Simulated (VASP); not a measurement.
# TiAl (P4/mmm) in VASP: further runs

TiAl is run at these levels: PBEsol; tasks: single point.

Everything below comes from runs of VASP 6.6.1. Logs are shortened: lines on timing, memory, paths and dates and some standing lists are left out, and cuts for length are marked.

## 1. The cell of the first run

The structure is tetragonal, space group P4/mmm (No. 123). The conventional cell has a = 3.204 Å, b = 3.204 Å, c = 3.062 Å, α = 90.00°, β = 90.00°, γ = 90.00°. Ti (site symmetry 4/mmm) has 8 Al at 2.73 Å and 6 Ti at 3.06 to 3.20 Å within 3.6 Å. Al (site symmetry 4/mmm) has 8 Ti at 2.73 Å and 6 Al at 3.06 to 3.20 Å within 3.6 Å.

## 2. Single point, PBEsol (strain +0.015 along x and y, -0.030 along z)

INCAR reads:

```
SYSTEM = TiAl
PREC = Accurate
ENCUT = 520
EDIFF = 1E-6
ISMEAR = 0
SIGMA = 0.15
LREAL = .False.
LASPH = .True.
NELM = 100
ALGO = Fast
ISIF = 2
LWAVE = .False.
LCHARG = .True.
GGA = PS
LELF = .True.
LVHAR = .True.
NBANDS = 14
```

KPOINTS reads:

```
regular mesh
0
Gamma
  20 20 20
  0 0 0
```

POSCAR reads:

```
TiAl
1.0
    3.2038211886      0.0000000000      0.0000000000
    0.0000000000      3.2038211886      0.0000000000
    0.0000000000      0.0000000000      3.0617798551
Ti Al
1 1
Direct
    0.0000000000      0.0000000000      0.0000000000
    0.5000000000      0.5000000000      0.5000000000
```

Potentials or basis: VASP PAW PBE potentials, release 64 (Ti_sv, Al).

Launch:

```bash
cat potpaw_PBE.64/Ti_sv/POTCAR potpaw_PBE.64/Al/POTCAR > POTCAR
mpirun -np 1 vasp_std > vasp.out
```

OUTCAR:

```text
SYSTEM = TiAl
   PREC = Accurate
   ENCUT = 520
   EDIFF = 1E-6
   ISMEAR = 0
   LREAL = .False.
   LASPH = .True.
   NELM = 100
   ISIF = 2
   GGA = PS

 ion  position               nearest neighbor table
   1  0.000  0.000  0.000-   2 2.73   2 2.73   2 2.73   2 2.73   2 2.73   2 2.73   2 2.73   2 2.73

   2  0.500  0.500  0.500-   1 2.73   1 2.73   1 2.73   1 2.73   1 2.73   1 2.73   1 2.73   1 2.73

  LATTYP: Found a simple tetragonal cell.
 ALAT       =     3.2038211886
 C/A-ratio  =     0.9556650246

  Lattice vectors:

 A1 = (   3.2038211886,   0.0000000000,   0.0000000000)
 A2 = (   0.0000000000,   3.2038211886,   0.0000000000)
 A3 = (   0.0000000000,   0.0000000000,   3.0617798551)

Analysis of symmetry for initial positions (statically):
=====================================================================
 Subroutine PRICEL returns:
 Original cell was already a primitive cell.

 Routine SETGRP: Setting up the symmetry group for a
 simple tetragonal supercell.

 Subroutine GETGRP returns: Found 16 space group operations
 (whereof 16 operations were pure point group operations)
 out of a pool of 16 trial point group operations.

The static configuration has the point symmetry D_4h.

Analysis of symmetry for dynamics (positions and initial velocities):
=====================================================================
 Subroutine PRICEL returns:
 Original cell was already a primitive cell.

 Routine SETGRP: Setting up the symmetry group for a
 simple tetragonal supercell.

 Subroutine GETGRP returns: Found 16 space group operations
 (whereof 16 operations were pure point group operations)
 out of a pool of 16 trial point group operations.

The dynamic configuration has the point symmetry D_4h.

 Subroutine INISYM returns: Found 16 space group operations
 (whereof 16 operations are pure point group operations),
 and found     1 'primitive' translations

----------------------------------------------------------------------------------------

                                     Primitive cell

  volume of cell :      31.4275

  direct lattice vectors                    reciprocal lattice vectors
     3.203821189  0.000000000  0.000000000     0.312127282  0.000000000  0.000000000
     0.000000000  3.203821189  0.000000000     0.000000000  0.312127282  0.000000000
     0.000000000  0.000000000  3.061779855     0.000000000  0.000000000  0.326607414

  length of vectors
     3.203821189  3.203821189  3.061779855     0.312127282  0.312127282  0.326607414

  position of ions in fractional coordinates (direct lattice)
     0.000000000  0.000000000  0.000000000
     0.500000000  0.500000000  0.500000000

  ion indices of the primitive-cell ions
   primitive index   ion index
                 1           1
                 2           2

----------------------------------------------------------------------------------------

 KPOINTS: regular mesh

Automatic generation of k-mesh.
 Grid dimensions read from file:
 generate k-points for:   20   20   20

 Generating k-lattice:

  Cartesian coordinates                     Fractional coordinates (reciprocal lattice)
     0.015606364  0.000000000  0.000000000     0.050000000  0.000000000  0.000000000
     0.000000000  0.015606364  0.000000000     0.000000000  0.050000000  0.000000000
     0.000000000  0.000000000  0.016330371     0.000000000  0.000000000  0.050000000

  Length of vectors
     0.015606364  0.015606364  0.016330371

  Shift w.r.t. Gamma in fractional coordinates (k-lattice)
     0.000000000  0.000000000  0.000000000

 Subroutine IBZKPT returns following result:
 ===========================================

 Found    726 irreducible k-points:

 Following reciprocal coordinates:
            Coordinates               Weight
  0.000000  0.000000  0.000000      1.000000
  0.050000  0.000000  0.000000      4.000000
  0.100000  0.000000  0.000000      4.000000
  0.150000  0.000000  0.000000      4.000000
  0.200000  0.000000  0.000000      4.000000
  0.250000  0.000000  0.000000      4.000000
[... 16 lines left out ...]
  0.150000  0.100000  0.000000      8.000000
  0.200000  0.100000  0.000000      8.000000
 [... further k-points ...]
   k-points           NKPTS =    726   k-points in BZ     NKDIM =    726   number of bands    NBANDS=     14
   number of dos      NEDOS =    301   number of ions     NIONS =      2
   total plane-waves  NPLWV =  13824
   dimension x,y,z NGX =    24 NGY =   24 NGZ =   24
   dimension x,y,z NGXF=    48 NGYF=   48 NGZF=   48
   ions per type =               1   1
   NGX,Y,Z   is equivalent  to a cutoff of  12.45, 12.45, 13.03 a.u.
   NGXF,Y,Z  is equivalent  to a cutoff of  24.91, 24.91, 26.06 a.u.
 SYSTEM =  TiAl
   PREC   = accura    normal or accurate (medium, high low for compatibility)
   ISTART =      0    job   : 0-new  1-cont  2-samecut
   ICHARG =      2    charge: 1-file 2-atom 10-const
   ISPIN  =      1    spin polarized calculation?
   LNONCOLLINEAR =      F non collinear calculations
   LSORBIT =      F    spin-orbit coupling
   LASPH  =      T    aspherical Exc in radial PAW
   ENCUT  =  520.0 eV  38.22 Ry    6.18 a.u.   5.96  5.96  5.69*2*pi/ulx,y,z
   NELM   =    100;   NELMIN=  2; NELMDL= -5     # of ELM steps
   EDIFF  = 0.1E-05   stopping-criterion for ELM
   LREAL  =      F    real-space projection
   EDIFFG = 0.1E-04   stopping-criterion for IOM
   NSW    =      0    number of steps for IOM
   IBRION =     -1    ionic relax: 0-MD 1-quasi-New 2-CG
   NFREE  =      0    steps in history (QN), initial steepest desc. (CG)
   ISIF   =      2    stress and relaxation
   ISYM   =      2    0-nonsym 1-usesym 2-fastsym
   POTIM  = 0.5000    time-step for ionic-motion
   TEBEG  =    0.0;   TEEND  =   0.0 temperature during run
   PSTRESS=    0.0 pullay stress
   NELECT =      15.0000    total number of electrons
   NUPDOWN=      -1.0000    fix difference up-down
   EMIN   =  10.00;   EMAX   =-10.00  energy-range for DOS
   EFERMI =   0.00;   METHOD = LEGACY
   ISMEAR =     0;   SIGMA  =   0.15  broadening in eV -4-tet -1-fermi 0-gaus
   EFERMI_NEDOS =   21; number of points for ismear=-14 and -15
   IALGO  =     68    algorithm
   IMIX   =      4    mixing-type and parameters
     AMIX     =   0.40;   BMIX     =  1.00
     AMIX_MAG =   1.60;   BMIX_MAG =  1.00
  volume/ion in A,a.u.               =      15.71       106.04
  Fermi-wavevector in a.u.,A,eV,Ry     =   1.279386  2.417690 22.270420  1.636830
  Thomas-Fermi vector in A             =   2.411875
   LORBIT       =      0    0 simple, 1 ext, 2 COOP (PROOUT), +10 PAW based schemes
   GGA     = PS    functional components
   LHFCALC =     F    Hartree Fock is set to
   AEXX    =    0.0000 exact exchange contribution
   IVDW    =     0    specifies the selected vdW correction
   LEPSILON=     F    determine dielectric tensor
   LRPA    =     F    only Hartree local field effects (RPA)
 non-spin polarized calculation
 RMM-DIIS sequential band-by-band and
 Gauss-broadening in eV      SIGMA  =   0.15
  energy-cutoff  :      520.00
  volume of cell :       31.43
 maximum number of plane-waves:       868
 NGX is ok and might be reduce to    24
   NGX = 11   NGY = 11   NGZ = 11

 number of electron      15.0000000 magnetization

 Free energy of the ion-electron system (eV)
  ---------------------------------------------------
  ext. energy  EPLUGINS =         0.00000000
  ---------------------------------------------------
  free energy    TOTEN  =       -12.98594000 eV

  energy without entropy =      -12.95746566  energy(sigma->0) =      -12.97170283

 E-fermi :   8.8938     XC(G=0): -11.2850

 val. band max:        8.8936738577   @ k =   0.5000   0.4000   0.2500
 cond. band min:       8.8940959513   @ k =   0.3000   0.2000   0.5000
 fundamental gap:      0.0004220936
 Fermi energy:         8.8938498540

 k-point     1 :       0.0000    0.0000    0.0000
  band No.  band energies     occupation
      1     -47.7050      2.00000
      2     -24.0270      2.00000
      3     -24.0270      2.00000
      4     -23.9567      2.00000
      5      -0.4462      2.00000
      6       7.3641      2.00000
      7       7.4730      2.00000
      8      10.5941      0.00000
      9      10.8417      0.00000
     10      10.8417      0.00000
     11      13.0217      0.00000
     12      13.0217      0.00000
     13      14.3040      0.00000
     14      17.7955      0.00000

 k-point     2 :       0.0500    0.0000    0.0000
  band No.  band energies     occupation
      1     -47.7046      2.00000
      2     -24.0311      2.00000
      3     -24.0266      2.00000
      4     -23.9563      2.00000
      5      -0.4066      2.00000
      6       7.3493      2.00000
      7       7.4813      2.00000
      8      10.5129      0.00000
      9      10.7869      0.00000
     10      10.8461      0.00000
     11      12.8647      0.00000
     12      13.1332      0.00000
     13      14.3889      0.00000
     14      17.7786      0.00000

 k-point     3 :       0.1000    0.0000    0.0000
  band No.  band energies     occupation
      1     -47.7037      2.00000
      2     -24.0429      2.00000
      3     -24.0255      2.00000
      4     -23.9554      2.00000
      5      -0.2884      2.00000
      6       7.2778      2.00000
      7       7.5212      2.00000
      8      10.3071      0.00000
      9      10.6390      0.00000
     10      10.8589      0.00000
     11      12.4891      0.00000
     12      13.4305      0.00000
     13      14.6274      0.00000
     14      17.6026      0.00000
[... 324 lines left out ...]
 k-point    23 :       0.1500    0.1000    0.0000
  band No.  band energies     occupation
      1     -47.7008      2.00000
      2     -24.0599      2.00000
      3     -24.0396      2.00000
      4     -23.9526      2.00000
      5       0.0594      2.00000
      6       7.1688      2.00000
      7       7.5313      2.00000
      8       9.7219      0.00000
      9      10.4295      0.00000
     10      10.7317      0.00000
     11      12.3942      0.00000
     12      13.2709      0.00000
     13      15.2689      0.00000
     14      17.7474      0.00000

 k-point    24 :       0.2000    0.1000    0.0000
  band No.  band energies     occupation
      1     -47.6988      2.00000
      2     -24.0829      2.00000
      3     -24.0375      2.00000
      4     -23.9507      2.00000
      5       0.3246      2.00000
      6       6.8996      2.00000
      7       7.6248      2.00000
      8       9.4696      0.00000
      9      10.2226      0.00000
     10      10.7528      0.00000
     11      12.0275      0.00000
     12      13.6855      0.00000
     13      15.6918      0.00000
     14      17.4852      0.00000

 [... further k-points ...]
[... 5 lines left out ...]
  --------------------------------------------------------------------------------------
  -------------------------------------------------------------------------------------
  Total        0.1271008      0.1271008     -0.1407799      0.0000000     -0.0000000      0.0000000
  in kB        6.4796029      6.4796029     -7.1769613      0.0000000     -0.0000000      0.0000000
  external PRESSURE =       1.9274148 kB  Pullay stress =       0.0000000 kB

 VOLUME and BASIS-vectors are now :
 -----------------------------------------------------------------------------
  energy-cutoff  :      520.00
  volume of cell :       31.43
      direct lattice vectors                 reciprocal lattice vectors
     3.203821189  0.000000000  0.000000000     0.312127282  0.000000000  0.000000000
     0.000000000  3.203821189  0.000000000     0.000000000  0.312127282  0.000000000
     0.000000000  0.000000000  3.061779855     0.000000000  0.000000000  0.326607414

 POSITION                                       TOTAL-FORCE (eV/Angst)
 -----------------------------------------------------------------------------------
      0.00000      0.00000      0.00000         0.000000      0.000000      0.000000
      1.60191      1.60191      1.53089         0.000000      0.000000      0.000000
 -----------------------------------------------------------------------------------
    total drift:                                0.000000      0.000000      0.000000

  FREE ENERGIE OF THE ION-ELECTRON SYSTEM (eV)
  ---------------------------------------------------
  free  energy   TOTEN  =       -12.9859400042 eV

  energy  without entropy=      -12.9574656627  energy(sigma->0) =      -12.97170283
```

Wall time 4.9 min (1 thread of AMD EPYC 9R45 (Zen 5), shared host); peak memory 0.38 GiB.

What came out:

* Free energy: -12.9859 eV
* Pressure: 0.2 GPa
* Band gap on the k mesh: zero (an odd number of electrons rules out a gap without spin polarisation)

Stress tensor (GPa, compression positive):
```
 0.65  0.00  0.00
 0.00  0.65  0.00
 0.00  0.00 -0.72
```

Caveat: the cell differs from its parent crystal (strain +0.015 along x and y, -0.030 along z); the PAW data sets were made with another functional, which shifts forces and pressure a little.

## 3. Single point, PBEsol (strain +0.000 along x and y, +0.015 along z)

INCAR reads:

```
ALGO = Fast ; EDIFF = 1E-6
ENCUT = 520 ; GGA = PS
ISIF = 2 ; ISMEAR = 0
LASPH = True ; LCHARG = False
LREAL = False ; LWAVE = False
NBANDS = 14 ; NELM = 100
PREC = Accurate ; SIGMA = 0.15
```

KPOINTS reads:

```
k-points
0
Gamma
  20 20 20
```

POSCAR reads:

```
TiAl
1.0
    3.1564740774      0.0000000000      0.0000000000
    0.0000000000      3.1564740774      0.0000000000
    0.0000000000      0.0000000000      3.2038211886
Ti Al
1 1
Direct
    0.0000000000      0.0000000000      0.0000000000
    0.5000000000      0.5000000000      0.5000000000
```

Potentials or basis: VASP PAW PBE potentials, release 64 (Ti_sv, Al).

Launch:

```bash
cat potpaw_PBE.64/Ti_sv/POTCAR potpaw_PBE.64/Al/POTCAR > POTCAR
mpirun -np 1 vasp_std > vasp.out
```

It took 5 min on 1 thread of AMD EPYC 9R45 (Zen 5), shared host; peak memory 0.39 GiB.

It converged, with:

- Free energy: -12.9797 eV
- Pressure: -1.6 GPa
- Band gap on the k mesh: zero (an odd number of electrons rules out a gap without spin polarisation)

Stress tensor (GPa, compression positive):
```
-1.96  0.00  0.00
 0.00 -1.96  0.00
 0.00  0.00 -1.00
```

Levels at points of the mesh, in eV from the Fermi level:
| k point | band 4 | band 5 | band 6 | band 7 | band 8 | band 9 | band 10 | band 11 | band 12 | band 13 |
| --- | --- | --- | --- | --- | --- | --- | --- | --- | --- | --- |
| (0.00, 0.00, 0.00) | -32.94 | -9.28 | -1.47 | -1.43 | 1.78 | 1.78 | 1.86 | 4.18 | 4.59 | 4.59 |
| (0.50, 0.00, 0.00) | -32.93 | -5.97 | -5.19 | -0.54 | 0.03 | 0.20 | 2.00 | 3.09 | 6.54 | 9.08 |
| (0.50, 0.50, 0.00) | -32.93 | -4.96 | -2.03 | -2.03 | -1.46 | 0.62 | 0.62 | 2.83 | 4.84 | 4.88 |
| (0.00, 0.00, 0.50) | -32.93 | -6.11 | -5.23 | -0.58 | 0.19 | 0.19 | 2.05 | 2.92 | 6.56 | 9.43 |
| (0.50, 0.00, 0.50) | -32.91 | -5.05 | -2.15 | -2.07 | -1.49 | 0.72 | 0.75 | 2.76 | 4.70 | 4.85 |
| (0.50, 0.50, 0.50) | -33.08 | -3.11 | -3.11 | -3.11 | 0.70 | 2.81 | 2.88 | 2.89 | 2.95 | 2.95 |

Caveat: the cell differs from its parent crystal (strain +0.000 along x and y, +0.015 along z); the PAW data sets were made with another functional, which shifts forces and pressure a little.

## 4. Single point, PBEsol (strain +0.015 along x and y, -0.015 along z)

INCAR reads:

```
PREC = Accurate
ENCUT = 520
EDIFF = 1E-7
ISMEAR = 0
SIGMA = 0.15
LREAL = False
LASPH = True
NELM = 60
ALGO = Fast
ISIF = 2
LWAVE = False
LCHARG = False
GGA = PS
NBANDS = 14
```

KPOINTS reads:

```
regular mesh
0
Gamma
  20 20 20
```

POSCAR reads:

```
TiAl
1.0
    3.2038211886      0.0000000000      0.0000000000
    0.0000000000      3.2038211886      0.0000000000
    0.0000000000      0.0000000000      3.1091269662
Ti Al
1 1
Direct
    0.0000000000      0.0000000000      0.0000000000
    0.5000000000      0.5000000000      0.5000000000
```

Launch:

```bash
cat potpaw_PBE.64/Ti_sv/POTCAR potpaw_PBE.64/Al/POTCAR > POTCAR
mpirun -np 1 vasp_std > vasp.out
```

Run time: 5.7 min. Hardware: 1 thread of AMD EPYC 9R45 (Zen 5), shared host; peak memory 0.39 GiB.

Results (log left out):

```yaml
Free_energy: -12.9814 eV
Pressure: -1.6 GPa
Band_gap_on_the_k_mesh: zero (an odd number of electrons rules out a gap without spin polarisation)
```

Stress tensor (GPa, compression positive):
```
-1.21  0.00  0.00
 0.00 -1.21  0.00
 0.00  0.00 -2.33
```

Levels at points of the mesh, in eV from the Fermi level:
```csv
k point,band 6,band 7,band 8,band 9,band 10,band 11
"(0.00, 0.00, 0.00)",-1.48,-1.41,1.71,1.87,1.87,4.19
"(0.50, 0.00, 0.00)",-5.22,-0.57,0.02,0.37,2.06,2.93
"(0.50, 0.50, 0.00)",-2.18,-2.18,-1.52,0.86,0.86,2.70
"(0.00, 0.00, 0.50)",-5.15,-0.49,0.04,0.04,1.96,3.27
"(0.50, 0.00, 0.50)",-2.11,-1.94,-1.45,0.59,0.66,2.82
"(0.50, 0.50, 0.50)",-3.10,-3.10,0.71,2.78,2.90,2.90
```

Caveat: the cell differs from its parent crystal (strain +0.015 along x and y, -0.015 along z); the PAW data sets were made with another functional, which shifts forces and pressure a little.

(Part 1 of 2 ends here.)
